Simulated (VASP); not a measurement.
# Sb (I4/mmm) in VASP: notebook

Sb is run at these levels: PBE, BLYP+D4, BLYP+D3(BJ); tasks: single point, relaxation of cell and atoms.

Everything below comes from runs of VASP 6.6.1. Logs are shortened: lines on timing, memory, paths and dates and some standing lists are left out, and cuts for length are marked.

## (1) The cell of the first run

The structure is tetragonal, space group I4/mmm (No. 139). The conventional cell has a = 3.153 Å, b = 3.153 Å, c = 5.424 Å, α = 90.00°, β = 90.00°, γ = 90.00°. Sb (site symmetry 4/mmm) has 12 Sb at 3.15 to 3.51 Å within 4.1 Å.

## (2) Single point, PBE

The input, INCAR:

```
PREC = Accurate
ENCUT = 520
EDIFF = 1E-6
ISMEAR = 0
SIGMA = 0.028999999999999998
LREAL = F
LASPH = T
NELM = 100
ALGO = Normal
ISIF = 2
LWAVE = F
LCHARG = F
GGA = PE
NBANDS = 8
```

The input, KPOINTS:

```
regular mesh
0
Gamma
  12 12 12
```

The input, POSCAR:

```
Sb
1.0
   -1.5765401831      1.5765401831      2.7119384313
    1.5765401831     -1.5765401831      2.7119384313
    1.5765401831      1.5765401831     -2.7119384313
Sb
1
Direct
    0.0000000000      0.0000000000      0.0000000000
```

Potentials or basis: VASP PAW PBE potentials, release 64 (Sb).

Run with:

```bash
> cat potpaw_PBE.64/Sb/POTCAR > POTCAR
> mpirun -np 1 vasp_std > vasp.out
```

OUTCAR:

```text
PREC = Accurate
   ENCUT = 520
   EDIFF = 1E-6
   ISMEAR = 0
   LREAL = F
   LASPH = T
   NELM = 100
   ISIF = 2
   GGA = PE

 ion  position               nearest neighbor table
   1  0.000  0.000  0.000-

  LATTYP: Found a body centered tetragonal cell.
 ALAT       =     3.1530803662
 C/A-ratio  =     1.7201835135

  Lattice vectors:

 A1 = (  -1.5765401831,   1.5765401831,   2.7119384313)
 A2 = (   1.5765401831,  -1.5765401831,   2.7119384313)
 A3 = (   1.5765401831,   1.5765401831,  -2.7119384313)

Analysis of symmetry for initial positions (statically):
=====================================================================
 Subroutine PRICEL returns:
 Original cell was already a primitive cell.

 Routine SETGRP: Setting up the symmetry group for a
 body centered tetragonal supercell.

 Subroutine GETGRP returns: Found 16 space group operations
 (whereof 16 operations were pure point group operations)
 out of a pool of 16 trial point group operations.

The static configuration has the point symmetry D_4h.

Analysis of symmetry for dynamics (positions and initial velocities):
=====================================================================
 Subroutine PRICEL returns:
 Original cell was already a primitive cell.

 Routine SETGRP: Setting up the symmetry group for a
 body centered tetragonal supercell.

 Subroutine GETGRP returns: Found 16 space group operations
 (whereof 16 operations were pure point group operations)
 out of a pool of 16 trial point group operations.

The dynamic configuration has the point symmetry D_4h.

 Subroutine INISYM returns: Found 16 space group operations
 (whereof 16 operations are pure point group operations),
 and found     1 'primitive' translations

----------------------------------------------------------------------------------------

                                     Primitive cell

  volume of cell :      26.9619

  direct lattice vectors                    reciprocal lattice vectors
    -1.576540183  1.576540183  2.711938431     0.000000000  0.317150178  0.184369967
     1.576540183 -1.576540183  2.711938431     0.317150178  0.000000000  0.184369967
     1.576540183  1.576540183 -2.711938431     0.317150178  0.317150178  0.000000000

  length of vectors
     3.510778824  3.510778824  3.510778824     0.366846726  0.366846726  0.448518083

  position of ions in fractional coordinates (direct lattice)
     0.000000000  0.000000000  0.000000000

  ion indices of the primitive-cell ions
   primitive index   ion index
                 1           1

----------------------------------------------------------------------------------------

 KPOINTS: regular mesh

Automatic generation of k-mesh.
 Grid dimensions read from file:
 generate k-points for:   12   12   12

 Generating k-lattice:

  Cartesian coordinates                     Fractional coordinates (reciprocal lattice)
     0.000000000  0.026429182  0.015364164     0.083333333 -0.000000000  0.000000000
     0.026429182  0.000000000  0.015364164    -0.000000000  0.083333333  0.000000000
     0.026429182  0.026429182  0.000000000     0.000000000  0.000000000  0.083333333

  Length of vectors
     0.030570561  0.030570561  0.037376507

  Shift w.r.t. Gamma in fractional coordinates (k-lattice)
     0.000000000  0.000000000  0.000000000

 Subroutine IBZKPT returns following result:
 ===========================================

 Found    163 irreducible k-points:

 Following reciprocal coordinates:
            Coordinates               Weight
  0.000000  0.000000  0.000000      1.000000
  0.083333  0.000000 -0.000000      8.000000
  0.166667  0.000000 -0.000000      8.000000
  0.250000 -0.000000  0.000000      8.000000
  0.333333  0.000000 -0.000000      8.000000
  0.416667  0.000000 -0.000000      8.000000
[... 16 lines left out ...]
  0.500000  0.166667  0.000000     16.000000
 -0.416667  0.166667  0.000000     16.000000
 [... further k-points ...]
   k-points           NKPTS =    163   k-points in BZ     NKDIM =    163   number of bands    NBANDS=      8
   number of dos      NEDOS =    301   number of ions     NIONS =      1
   total plane-waves  NPLWV =  21952
   dimension x,y,z NGX =    28 NGY =   28 NGZ =   28
   dimension x,y,z NGXF=    56 NGYF=   56 NGZF=   56
   ions per type =               1
   NGX,Y,Z   is equivalent  to a cutoff of  13.26, 13.26, 13.26 a.u.
   NGXF,Y,Z  is equivalent  to a cutoff of  26.52, 26.52, 26.52 a.u.
 SYSTEM =  unknown system
   PREC   = accura    normal or accurate (medium, high low for compatibility)
   ISTART =      0    job   : 0-new  1-cont  2-samecut
   ICHARG =      2    charge: 1-file 2-atom 10-const
   ISPIN  =      1    spin polarized calculation?
   LNONCOLLINEAR =      F non collinear calculations
   LSORBIT =      F    spin-orbit coupling
   LASPH  =      T    aspherical Exc in radial PAW
   ENCUT  =  520.0 eV  38.22 Ry    6.18 a.u.   6.53  6.53  6.53*2*pi/ulx,y,z
   NELM   =    100;   NELMIN=  2; NELMDL= -5     # of ELM steps
   EDIFF  = 0.1E-05   stopping-criterion for ELM
   LREAL  =      F    real-space projection
[... 7 lines left out ...]
   TEBEG  =    0.0;   TEEND  =   0.0 temperature during run
   PSTRESS=    0.0 pullay stress
   NELECT =       5.0000    total number of electrons
   NUPDOWN=      -1.0000    fix difference up-down
   EMIN   =  10.00;   EMAX   =-10.00  energy-range for DOS
   EFERMI =   0.00;   METHOD = LEGACY
   ISMEAR =     0;   SIGMA  =   0.03  broadening in eV -4-tet -1-fermi 0-gaus
   EFERMI_NEDOS =   21; number of points for ismear=-14 and -15
   IALGO  =     38    algorithm
   IMIX   =      4    mixing-type and parameters
     AMIX     =   0.40;   BMIX     =  1.00
     AMIX_MAG =   1.60;   BMIX_MAG =  1.00
  volume/ion in A,a.u.               =      26.96       181.95
  Fermi-wavevector in a.u.,A,eV,Ry     =   0.933573  1.764197 11.858269  0.871558
  Thomas-Fermi vector in A             =   2.060288
   LORBIT       =      0    0 simple, 1 ext, 2 COOP (PROOUT), +10 PAW based schemes
   GGA     = PE    functional components
   LHFCALC =     F    Hartree Fock is set to
   AEXX    =    0.0000 exact exchange contribution
   IVDW    =     0    specifies the selected vdW correction
   LEPSILON=     F    determine dielectric tensor
   LRPA    =     F    only Hartree local field effects (RPA)
 non-spin polarized calculation
 Gauss-broadening in eV      SIGMA  =   0.03
  energy-cutoff  :      520.00
  volume of cell :       26.96
 maximum number of plane-waves:       748
 NGX is ok and might be reduce to    28
   NGX = 13   NGY = 13   NGZ = 13

 number of electron       5.0000000 magnetization

 Free energy of the ion-electron system (eV)
  ---------------------------------------------------
  ext. energy  EPLUGINS =         0.00000000
  ---------------------------------------------------
  free energy    TOTEN  =        -3.83949830 eV

  energy without entropy =       -3.83906373  energy(sigma->0) =       -3.83928101

 E-fermi :   8.5447     XC(G=0): -10.2152

 val. band max:        8.4681727226   @ k =  -0.3333   0.3333   0.0000
 cond. band min:       8.5448934748   @ k =   0.3333   0.1667   0.0833
 fundamental gap:      0.0767207522
 Fermi energy:         8.5446535540

 k-point     1 :       0.0000    0.0000    0.0000
  band No.  band energies     occupation
      1      -4.4333      2.00000
      2      13.1551      0.00000
      3      13.9519      0.00000
      4      13.9519      0.00000
      5      17.8731      0.00000
      6      19.1537      0.00000
      7      19.1571      0.00000
      8      19.2458      0.00000

 k-point     2 :       0.0833    0.0000   -0.0000
  band No.  band energies     occupation
      1      -4.2940      2.00000
      2      12.4622      0.00000
      3      13.0900      0.00000
      4      13.9214      0.00000
      5      17.6469      0.00000
      6      18.2194      0.00000
      7      19.0979      0.00000
      8      19.4713      0.00000

 k-point     3 :       0.1667    0.0000   -0.0000
  band No.  band energies     occupation
      1      -3.8781      2.00000
      2      10.2148      0.00000
      3      12.2617      0.00000
      4      13.8600      0.00000
      5      16.5355      0.00000
      6      18.0304      0.00000
      7      20.0091      0.00000
      8      20.0737      0.00000

 k-point     4 :       0.2500   -0.0000    0.0000
  band No.  band energies     occupation
      1      -3.1949      2.00000
      2       7.7627      2.00000
      3      11.4773      0.00000
      4      13.8213      0.00000
      5      15.6872      0.00000
      6      17.8958      0.00000
      7      20.5897      0.00000
      8      21.3463      0.00000

 k-point     5 :       0.3333    0.0000   -0.0000
  band No.  band energies     occupation
      1      -2.2740      2.00000
      2       5.4914      2.00000
      3      10.8389      0.00000
      4      13.8308      0.00000
      5      15.0948      0.00000
      6      17.9746      0.00000
      7      20.0544      0.00000
      8      20.6250      0.00000
[... 177 lines left out ...]
 k-point    22 :       0.4167    0.1667   -0.0000
  band No.  band energies     occupation
      1      -0.3302      2.00000
      2       3.5048      2.00000
      3       9.2537      0.00000
      4      10.8048      0.00000
      5      15.2795      0.00000
      6      16.9361      0.00000
      7      21.1250      0.00000
      8      22.3723      0.00000

 k-point    23 :       0.5000    0.1667    0.0000
  band No.  band energies     occupation
      1      -0.3082      2.00000
      2       3.4604      2.00000
      3       9.4462      0.00000
      4      11.0118      0.00000
      5      15.0100      0.00000
      6      16.8080      0.00000
      7      20.5913      0.00000
      8      21.9841      0.00000

 k-point    24 :      -0.4167    0.1667    0.0000
  band No.  band energies     occupation
      1      -1.2383      2.00000
      2       4.9065      2.00000
      3       9.8116      0.00000
      4      11.3092      0.00000
      5      15.1290      0.00000
      6      16.9179      0.00000
      7      18.9901      0.00000
      8      22.2707      0.00000

 [... further k-points ...]
[... 5 lines left out ...]
  --------------------------------------------------------------------------------------
  -------------------------------------------------------------------------------------
  Total        0.3203111      0.3203111      0.2047599      0.0000000      0.0000000      0.0000000
  in kB       19.0341145     19.0341145     12.1676200      0.0000000      0.0000000      0.0000000
  external PRESSURE =      16.7452830 kB  Pullay stress =       0.0000000 kB

 VOLUME and BASIS-vectors are now :
 -----------------------------------------------------------------------------
  energy-cutoff  :      520.00
  volume of cell :       26.96
      direct lattice vectors                 reciprocal lattice vectors
    -1.576540183  1.576540183  2.711938431     0.000000000  0.317150178  0.184369967
     1.576540183 -1.576540183  2.711938431     0.317150178  0.000000000  0.184369967
     1.576540183  1.576540183 -2.711938431     0.317150178  0.317150178  0.000000000

 POSITION                                       TOTAL-FORCE (eV/Angst)
 -----------------------------------------------------------------------------------
      0.00000      0.00000      0.00000         0.000000      0.000000     -0.000000
 -----------------------------------------------------------------------------------
    total drift:                                0.000000      0.000000      0.000000

  FREE ENERGIE OF THE ION-ELECTRON SYSTEM (eV)
  ---------------------------------------------------
  free  energy   TOTEN  =        -3.8394982996 eV

  energy  without entropy=       -3.8390637271  energy(sigma->0) =       -3.83928101
```

Run time: 53 s. Hardware: 1 thread of Intel Xeon 8259CL, shared host; peak memory 0.18 GiB.

Results:

* Free energy: -3.8395 eV
* Pressure: 1.7 GPa
* Band gap on the k mesh: zero (an odd number of electrons rules out a gap without spin polarisation)

Caveat: spin-orbit coupling is left out, which moves the levels of the heavy elements.

## (3) Single point, PBE

The input, INCAR:

```
PREC     = Accurate       # precision mode
ENCUT    = 520            # plane-wave cutoff, eV
EDIFF    = 1E-7           # SCF threshold, eV
ISMEAR   = 0              # smearing method
SIGMA    = 0.03           # smearing width, eV
LREAL    = F              # projectors in reciprocal space
LASPH    = T              # aspherical terms in the spheres
NELM     = 60             # most SCF steps
ALGO     = Normal         # electronic algorithm
ISIF     = 2              # what is computed and relaxed
LWAVE    = F              # write WAVECAR
LCHARG   = F              # write CHGCAR
GGA      = PE             # functional
NBANDS   = 8              # bands
```

KPOINTS is that of step 2.

POSCAR is that of step 2.

Potentials or basis: VASP PAW PBE potentials, release 64 (Sb).

Run with:

```bash
> cat potpaw_PBE.64/Sb/POTCAR > POTCAR
> mpirun -np 1 vasp_std > vasp.out
```

OUTCAR:

```text
PREC = Accurate
   ENCUT = 520
   EDIFF = 1E-7
   ISMEAR = 0
   LREAL = F
   LASPH = T
   NELM = 60
   ISIF = 2
   GGA = PE

 ion  position               nearest neighbor table
   1  0.000  0.000  0.000-

  LATTYP: Found a body centered tetragonal cell.
 ALAT       =     3.1530803662
 C/A-ratio  =     1.7201835135

  Lattice vectors:

 A1 = (  -1.5765401831,   1.5765401831,   2.7119384313)
 A2 = (   1.5765401831,  -1.5765401831,   2.7119384313)
 A3 = (   1.5765401831,   1.5765401831,  -2.7119384313)

[... 434 lines left out ...]
  band No.  band energies     occupation
      1      -1.2384      2.00000
      2       4.9065      2.00000
      3       9.8115      0.00000
      4      11.3092      0.00000
      5      15.1289      0.00000
      6      16.9179      0.00000
      7      18.9900      0.00000
      8      22.2706      0.00000

 [... further k-points ...]
[... 5 lines left out ...]
  --------------------------------------------------------------------------------------
  -------------------------------------------------------------------------------------
  Total        0.3200701      0.3200701      0.2041477      0.0000000      0.0000000      0.0000000
  in kB       19.0197944     19.0197944     12.1312371      0.0000000      0.0000000      0.0000000
  external PRESSURE =      16.7236086 kB  Pullay stress =       0.0000000 kB

 VOLUME and BASIS-vectors are now :
 -----------------------------------------------------------------------------
  energy-cutoff  :      520.00
  volume of cell :       26.96
      direct lattice vectors                 reciprocal lattice vectors
    -1.576540183  1.576540183  2.711938431     0.000000000  0.317150178  0.184369967
     1.576540183 -1.576540183  2.711938431     0.317150178  0.000000000  0.184369967
     1.576540183  1.576540183 -2.711938431     0.317150178  0.317150178  0.000000000

 POSITION                                       TOTAL-FORCE (eV/Angst)
 -----------------------------------------------------------------------------------
      0.00000      0.00000      0.00000         0.000000     -0.000000     -0.000000
 -----------------------------------------------------------------------------------
    total drift:                               -0.000000      0.000000      0.000000

  FREE ENERGIE OF THE ION-ELECTRON SYSTEM (eV)
  ---------------------------------------------------
  free  energy   TOTEN  =        -3.8395127017 eV

  energy  without entropy=       -3.8390579303  energy(sigma->0) =       -3.83928532
```

Wall time 58 s (1 thread of Intel Xeon 8259CL, shared host); peak memory 0.18 GiB.

What came out:

```
Free energy            : -3.8395 eV
Pressure               : 1.7 GPa
Band gap on the k mesh : zero (an odd number of electrons rules out a gap without spin polarisation)
```

Levels at points of the mesh, in eV from the Fermi level:
| k point | band 1 | band 2 | band 3 | band 4 | band 5 | band 6 | band 7 | band 8 |
| --- | --- | --- | --- | --- | --- | --- | --- | --- |
| (0.00, 0.00, 0.00) | -12.98 | 4.61 | 5.41 | 5.41 | 9.33 | 10.61 | 10.61 | 10.70 |
| (0.50, 0.00, 0.00) | -9.16 | -5.83 | 1.74 | 5.35 | 6.08 | 10.16 | 10.45 | 10.70 |
| (0.50, 0.50, 0.00) | -6.67 | -4.43 | -1.05 | 0.56 | 3.44 | 4.33 | 15.66 | 15.85 |
| (0.50, 0.50, 0.50) | -9.30 | -5.70 | 2.09 | 2.09 | 5.85 | 6.07 | 18.12 | 18.13 |

Caveat: spin-orbit coupling is left out, which moves the levels of the heavy elements.

## (4) Single point, BLYP+D4

This run uses another cell than the first one, of 27.88 Å³/atom.

The input, INCAR:

```
SYSTEM = Sb
PREC = Accurate
ENCUT = 520
EDIFF = 1E-6
ISMEAR = -1
SIGMA = 0.05
LREAL = .FALSE.
LASPH = .TRUE.
NELM = 80
ALGO = Normal
ISIF = 2
LWAVE = .FALSE.
LCHARG = .FALSE.
GGA = B5
ALDAX = 1.0
AGGAX = 1.0
AGGAC = 1.0
ALDAC = 0.0
IVDW = 13
VDW_S6 = 1.0
VDW_S8 = 2.34076671
VDW_A1 = 0.44488865
VDW_A2 = 4.0933009
NBANDS = 8
```

The input, KPOINTS:

```
Automatic mesh
0
G
  12 12 12
  0 0 0
```

The input, POSCAR:

```
Sb
1.0
   -1.5695097068      1.5695097068      2.8290635137
    1.5695097068     -1.5695097068      2.8290635137
    1.5695097068      1.5695097068     -2.8290635137
Sb
1
Direct
    0.0000000000      0.0000000000      0.0000000000
```

Run with:

```bash
> cat potpaw_PBE.64/Sb/POTCAR > POTCAR
> mpirun -np 1 vasp_std > vasp.out
```

Wall time 66 s (1 thread of Intel Xeon 8259CL, shared host); peak memory 0.18 GiB.

It converged, with:

```yaml
Free_energy: -3.9722 eV
Pressure: 0.2 GPa
Band_gap_on_the_k_mesh: zero (an odd number of electrons rules out a gap without spin polarisation)
Dispersion_energy_per_atom: -1.038 eV
```

Stress tensor (GPa, compression positive):
```
0.27 0.00 0.00
0.00 0.27 0.00
0.00 0.00 0.16
```

Levels at points of the mesh, in eV from the Fermi level:
```tsv
k point	band 1	band 2	band 3	band 4	band 5	band 6	band 7	band 8
(0.00, 0.00, 0.00)	-12.76	3.72	5.10	5.10	9.24	9.63	11.01	11.01
(0.50, 0.00, 0.00)	-9.17	-5.54	1.17	5.41	5.81	10.50	11.09	11.14
(0.50, 0.50, 0.00)	-6.66	-4.13	-1.37	0.65	3.68	4.65	14.89	14.93
(0.50, 0.50, 0.50)	-9.73	-5.50	2.38	2.38	6.34	6.79	17.85	17.85
```

Caveat: the dispersion term is far too large for a dense solid, which distorts pressure and volume; the PAW data sets were made with another functional, which shifts forces and pressure a little; spin-orbit coupling is left out, which moves the levels of the heavy elements.

(Part 1 of 2 ends here.)

The gap in the log of VASP goes by the Fermi energy; the results here count the filled bands.